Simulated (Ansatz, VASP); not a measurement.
# Two plane-wave programs on Ru

The input INCAR:

```
SYSTEM = Ru
ALGO = Fast
EDIFF = 1E-7
ENCUT = 520
GGA = PS
ISIF = 2
ISMEAR = 0
LASPH = .True.
LCHARG = .False.
LREAL = .False.
LWAVE = .False.
NBANDS = 21
NELM = 60
PREC = Accurate
SIGMA = 0.15
```

The input KPOINTS:

```
k-points
0
Gamma
  21 21 12
  0 0 0
```

File POSCAR:

```
Ru
1.0
    2.7029864220      0.0000000000      0.0000000000
   -1.3514932110      2.3408549076      0.0000000000
    0.0000000000      0.0000000000      4.4126253340
Ru
2
Direct
    0.3333333333      0.6666666667      0.2500000000
    0.6666666667      0.3333333333      0.7500000000
```

Input for Ansatz:

```yaml
crystal:
  lattice:
    - [2.702986422, 0.0, 0.0]
    - [-1.351493211, 2.3408549076, 0.0]
    - [0.0, 0.0, 4.412625334]
  atoms:
    - { symbol: Ru, position: [0.3333333333, 0.6666666667, 0.25] }
    - { symbol: Ru, position: [0.6666666667, 0.3333333333, 0.75] }
basis:
  ecutwfc: 420
kpoints:
  mp_grid: { grid: [21, 21, 12] }
hamiltonian:
  xc: pbesol
  pseudopotentials: { kind: paw, azcp: { folder: soft_1 } }
scf:
  occupations: { method: gaussian, width: 0.15 }
output:
  forces: true
  stress: true
  eigenvalues: true
  write_density: true
  write_potential: true
  elf: true
  volumetric_format: npy
```

Alike in both runs: task single point; functional PBEsol; k mesh 21 × 21 × 12; occupations gaussian, width 0.15 eV; no spin polarisation.

|  | VASP | Ansatz |
| --- | --- | --- |
| version | VASP 6.6.1 | Ansatz 0.2.0 |
| potentials or method | VASP PAW PBE potentials, release 64 (Ru_pv), cutoff 520 eV | scalar-relativistic, plane waves, PAW |
| valence electrons in the cell | 28 | 32 |

VASP gave:

```
gap on the k mesh at the Fermi level (eV)                     : none
pressure (GPa)                                                : -14.6
traceless stress, the component that is largest in VASP (GPa) : -9.90
```

Q: What did Ansatz give for the same quantities?

A: gap on the k mesh at the Fermi level (eV): none; pressure (GPa): -14.5; traceless stress, the component that is largest in VASP (GPa): -9.91.

VASP's potentials were made for PBE, not for PBEsol, and Ansatz warns of the same on its side. A gap of «none» marks a metal or a gap that the smearing closes. The functional is the same, so the differences come from potentials, cutoffs and numerics. VASP's potentials hold 28 valence electrons a cell and Ansatz's 32, so a difference there can come from the potentials and not from the codes.
